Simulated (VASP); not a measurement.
# LiH2 (I4/mmm) in VASP: density of states with PBE

Aim: the density of states of LiH2 with PBE.

Program: VASP 6.6.1. These are calculated values, not measurements. Logs are shortened: lines on timing, memory, paths and dates and some standing lists are left out, and cuts for length are marked.

## Step 1: The cell of the first run

Symmetry: I4/mmm, No. 139, tetragonal system. Conventional cell: a = 3.552 Å, b = 3.552 Å, c = 3.147 Å, α = 90.00°, β = 90.00°, γ = 90.00°. Within 2.6 Å of Li (site symmetry 4/mmm) lie 8 H at 1.94 Å. H (site symmetry -4m2) has 2 H at 1.57 Å and 4 Li at 1.94 Å within 2.1 Å.

## Step 2: Density of states, PBE

POSCAR

```
LiH2
1.0
   -1.7759124019      1.7759124019      1.5733078218
    1.7759124019     -1.7759124019      1.5733078218
    1.7759124019      1.7759124019     -1.5733078218
Li H
1 2
Direct
    0.0000000000      0.0000000000      0.0000000000
    0.2500000000      0.7500000000      0.5000000000
    0.7500000000      0.2500000000      0.5000000000
```

INCAR.step1

```
SYSTEM = LiH2
PREC = Accurate
ENCUT = 520
EDIFF = 1E-6
ISMEAR = 0
SIGMA = 0.1
LREAL = .False.
LASPH = .True.
NELM = 100
ALGO = Normal
ISIF = 2
LWAVE = .False.
LCHARG = .True.
GGA = PE
NBANDS = 10
```

KPOINTS.step1

```
Automatic mesh
0
Gamma
  20 20 20
  0 0 0
```

INCAR.step2

```
SYSTEM = LiH2
PREC = Accurate
ENCUT = 520
EDIFF = 1E-6
ISMEAR = -5
SIGMA = 0.1
LREAL = .False.
LASPH = .True.
NELM = 100
ALGO = Normal
ISIF = 2
LWAVE = .False.
LCHARG = .False.
GGA = PE
LORBIT = 11
NEDOS = 2001
ICHARG = 11
```

KPOINTS.step2

```
Automatic mesh
0
Gamma
  30 30 30
  0 0 0
```

Potentials or basis: VASP PAW PBE potentials, release 64 (Li_sv, H).

Launch:

```console
$ cat potpaw_PBE.64/Li_sv/POTCAR potpaw_PBE.64/H/POTCAR > POTCAR
$ cp INCAR.step1 INCAR
$ cp KPOINTS.step1 KPOINTS
$ mpirun -np 1 vasp_std > vasp.out
$ cp INCAR.step2 INCAR
$ cp KPOINTS.step2 KPOINTS
$ mpirun -np 1 vasp_std > vasp.out
```

OUTCAR:

```text
SYSTEM = LiH2
   PREC = Accurate
   ENCUT = 520
   EDIFF = 1E-6
   ISMEAR = -5
   LREAL = .False.
   LASPH = .True.
   NELM = 100
   ISIF = 2
   GGA = PE
   LORBIT = 11
   ICHARG = 11

 ion  position               nearest neighbor table
   1  0.000  0.000  0.000-
   2  0.250  0.750  0.500-
   3  0.750  0.250  0.500-

  LATTYP: Found a body centered tetragonal cell.
 ALAT       =     3.5518248038
 C/A-ratio  =     0.8859152175

  Lattice vectors:

 A1 = (  -1.7759124019,   1.7759124019,   1.5733078218)
 A2 = (   1.7759124019,  -1.7759124019,   1.5733078218)
 A3 = (   1.7759124019,   1.7759124019,  -1.5733078218)

Analysis of symmetry for initial positions (statically):
=====================================================================
 Subroutine PRICEL returns:
 Original cell was already a primitive cell.

 Routine SETGRP: Setting up the symmetry group for a
 body centered tetragonal supercell.

 Subroutine GETGRP returns: Found 16 space group operations
 (whereof 16 operations were pure point group operations)
 out of a pool of 16 trial point group operations.

The static configuration has the point symmetry D_4h.

Analysis of symmetry for dynamics (positions and initial velocities):
=====================================================================
 Subroutine PRICEL returns:
 Original cell was already a primitive cell.

 Routine SETGRP: Setting up the symmetry group for a
 body centered tetragonal supercell.

 Subroutine GETGRP returns: Found 16 space group operations
 (whereof 16 operations were pure point group operations)
 out of a pool of 16 trial point group operations.

The dynamic configuration has the point symmetry D_4h.

 Subroutine INISYM returns: Found 16 space group operations
 (whereof 16 operations are pure point group operations),
 and found     1 'primitive' translations

----------------------------------------------------------------------------------------

                                     Primitive cell

  volume of cell :      19.8480

  direct lattice vectors                    reciprocal lattice vectors
    -1.775912402  1.775912402  1.573307822     0.000000000  0.281545418  0.317801763
     1.775912402 -1.775912402  1.573307822     0.281545418  0.000000000  0.317801763
     1.775912402  1.775912402 -1.573307822     0.281545418  0.281545418  0.000000000

  length of vectors
     2.963617253  2.963617253  2.963617253     0.424577182  0.424577182  0.398165349

  position of ions in fractional coordinates (direct lattice)
[... 89 lines left out ...]
   ISIF   =      2    stress and relaxation
   ISYM   =      2    0-nonsym 1-usesym 2-fastsym
   POTIM  = 0.5000    time-step for ionic-motion
   TEBEG  =    0.0;   TEEND  =   0.0 temperature during run
   PSTRESS=    0.0 pullay stress
   NELECT =       5.0000    total number of electrons
   NUPDOWN=      -1.0000    fix difference up-down
   EMIN   =  10.00;   EMAX   =-10.00  energy-range for DOS
   EFERMI =   0.00;   METHOD = LEGACY
   ISMEAR =    -5;   SIGMA  =   0.10  broadening in eV -4-tet -1-fermi 0-gaus
   EFERMI_NEDOS =   21; number of points for ismear=-14 and -15
   IALGO  =     38    algorithm
   IMIX   =      4    mixing-type and parameters
     AMIX     =   0.40;   BMIX     =  1.00
     AMIX_MAG =   1.60;   BMIX_MAG =  1.00
  volume/ion in A,a.u.               =       6.62        44.65
  Fermi-wavevector in a.u.,A,eV,Ry     =   1.033933  1.953851 14.544877  1.069018
  Thomas-Fermi vector in A             =   2.168204
   LORBIT       =     11    0 simple, 1 ext, 2 COOP (PROOUT), +10 PAW based schemes
   GGA     = PE    functional components
   LHFCALC =     F    Hartree Fock is set to
   AEXX    =    0.0000 exact exchange contribution
   IVDW    =     0    specifies the selected vdW correction
   LEPSILON=     F    determine dielectric tensor
   LRPA    =     F    only Hartree local field effects (RPA)
 non-spin polarized calculation
 Fermi weights with tetrahedron method with Bloechl corrections
  energy-cutoff  :      520.00
  volume of cell :       19.85
 maximum number of plane-waves:       554
 NGX is ok and might be reduce to    24

 number of electron       5.0000001 magnetization

 Free energy of the ion-electron system (eV)
  ---------------------------------------------------
  ext. energy  EPLUGINS =         0.00000000
  ---------------------------------------------------
  free energy    TOTEN  =        -8.16729637 eV

  energy without entropy =       -8.16729637  energy(sigma->0) =       -8.16729637

 E-fermi :   2.1032     XC(G=0):  -8.7690

 val. band max:        2.0999975399   @ k =  -0.0333   0.3333   0.0333
 cond. band min:       2.1012327872   @ k =  -0.4000  -0.4667   0.3000
 fundamental gap:      0.0012352473
 Fermi energy:         2.1032179418

 k-point     1 :       0.0000    0.0000    0.0000
  band No.  band energies     occupation
      1     -44.3516      2.00000
      2      -7.3612      2.00000
      3       8.0555      0.00000
      4      14.4012      0.00000
      5      14.5065      0.00000
      6      14.5065      0.00000
[... 199 lines left out ...]
 k-point    24 :       0.2667    0.0333   -0.0000
  band No.  band energies     occupation
      1     -44.3354      2.00000
      2      -5.6764      2.00000
      3       2.9213     -0.02689
      4      10.1886      0.00000
      5      11.4920      0.00000
      6      13.4337      0.00000

 [... further k-points ...]
[... 5 lines left out ...]
  --------------------------------------------------------------------------------------
  -------------------------------------------------------------------------------------
  Total       -0.0189731     -0.0189731     -0.0524175      0.0000000      0.0000000      0.0000000
  in kB       -1.5315555     -1.5315555     -4.2312640      0.0000000      0.0000000      0.0000000
  external PRESSURE =      -2.4314584 kB  Pullay stress =       0.0000000 kB

 VOLUME and BASIS-vectors are now :
 -----------------------------------------------------------------------------
  energy-cutoff  :      520.00
  volume of cell :       19.85
      direct lattice vectors                 reciprocal lattice vectors
    -1.775912402  1.775912402  1.573307822     0.000000000  0.281545418  0.317801763
     1.775912402 -1.775912402  1.573307822     0.281545418  0.000000000  0.317801763
     1.775912402  1.775912402 -1.573307822     0.281545418  0.281545418  0.000000000

 POSITION                                       TOTAL-FORCE (eV/Angst)
 -----------------------------------------------------------------------------------
      0.00000      0.00000      0.00000        -0.000000     -0.000000     -0.000000
      1.77591      0.00000      0.78665        -0.000000      0.000000     -0.000000
      0.00000      1.77591      0.78665         0.000000     -0.000000      0.000000
 -----------------------------------------------------------------------------------
    total drift:                                0.000000      0.000000      0.000000

  FREE ENERGIE OF THE ION-ELECTRON SYSTEM (eV)
  ---------------------------------------------------
  free  energy   TOTEN  =        -8.1672963671 eV

  energy  without entropy=       -8.1672963671  energy(sigma->0) =       -8.16729637

 total charge

# of ion       s       p       d       tot
------------------------------------------
    1        2.017   0.065   0.000   2.083
    2        0.483   0.009   0.000   0.492
    3        0.483   0.009   0.000   0.492
--------------------------------------------------
tot          2.984   0.083   0.000   3.067
```

OUTCAR.step1:

```text
SYSTEM = LiH2
   PREC = Accurate
   ENCUT = 520
   EDIFF = 1E-6
   ISMEAR = 0
   LREAL = .False.
   LASPH = .True.
   NELM = 100
[... 537 lines left out ...]
      0.00000      0.00000      0.00000        -0.000000     -0.000000     -0.000000
      1.77591      0.00000      0.78665         0.000000     -0.000000     -0.000000
      0.00000      1.77591      0.78665        -0.000000      0.000000      0.000000
 -----------------------------------------------------------------------------------
    total drift:                                0.000000      0.000000      0.000000

  FREE ENERGIE OF THE ION-ELECTRON SYSTEM (eV)
  ---------------------------------------------------
  free  energy   TOTEN  =        -8.1682138282 eV

  energy  without entropy=       -8.1670833062  energy(sigma->0) =       -8.16764857
```

OSZICAR.step1:

```text
N       E                     dE             d eps       ncg     rms          rms(c)
DAV:   1    -0.379356219069E+00   -0.37936E+00   -0.16083E+03 12934   0.404E+02
DAV:   2    -0.818660611013E+01   -0.78072E+01   -0.75857E+01 17352   0.716E+01
DAV:   3    -0.835922187793E+01   -0.17262E+00   -0.17239E+00 16116   0.863E+00
DAV:   4    -0.836039572323E+01   -0.11738E-02   -0.11737E-02 15858   0.637E-01
DAV:   5    -0.836040619268E+01   -0.10469E-04   -0.10469E-04 15492   0.476E-02    0.241E+00
DAV:   6    -0.822290319806E+01    0.13750E+00   -0.67989E-02 14656   0.967E-01    0.132E+00
DAV:   7    -0.816665158222E+01    0.56252E-01   -0.12188E-01 16458   0.145E+00    0.182E-01
DAV:   8    -0.816821106649E+01   -0.15595E-02   -0.46556E-03 14646   0.461E-01    0.218E-02
DAV:   9    -0.816821396267E+01   -0.28962E-05   -0.42212E-05 16568   0.446E-02    0.541E-03
DAV:  10    -0.816821382820E+01    0.13447E-06   -0.52990E-06 14830   0.162E-02
   1 F= -.81682138E+01 E0= -.81676486E+01  d E =-.113052E-02
```

Run time: 3.1 min. Hardware: 1 thread of Intel Xeon Platinum 8259CL at 2.50GHz (Skylake/Cascade Lake), shared host; peak memory 0.42 GiB.

Results:

* Valence electrons inside the program's atomic spheres: Li 2.08; H 0.49

Levels at points of the mesh, in eV from the Fermi level:
```tsv
k point	band 1	band 2	band 3	band 4	band 5	band 6
(0.00, 0.00, 0.00)	-46.45	-9.46	5.95	12.30	12.40	12.40
(0.50, 0.00, 0.00)	-46.43	-4.85	-3.73	6.80	8.30	11.03
(0.50, 0.50, 0.00)	-46.43	-7.49	1.36	4.06	10.62	10.68
(0.50, 0.50, 0.50)	-46.41	-4.49	1.10	2.84	2.84	7.18
```

Caveat: the cutoff is under 1.25 times the usual one of these potentials, so pressure, stress and relaxed cells hold a basis-set (Pulay) error; tetrahedron occupations give inexact forces and stress in metals.
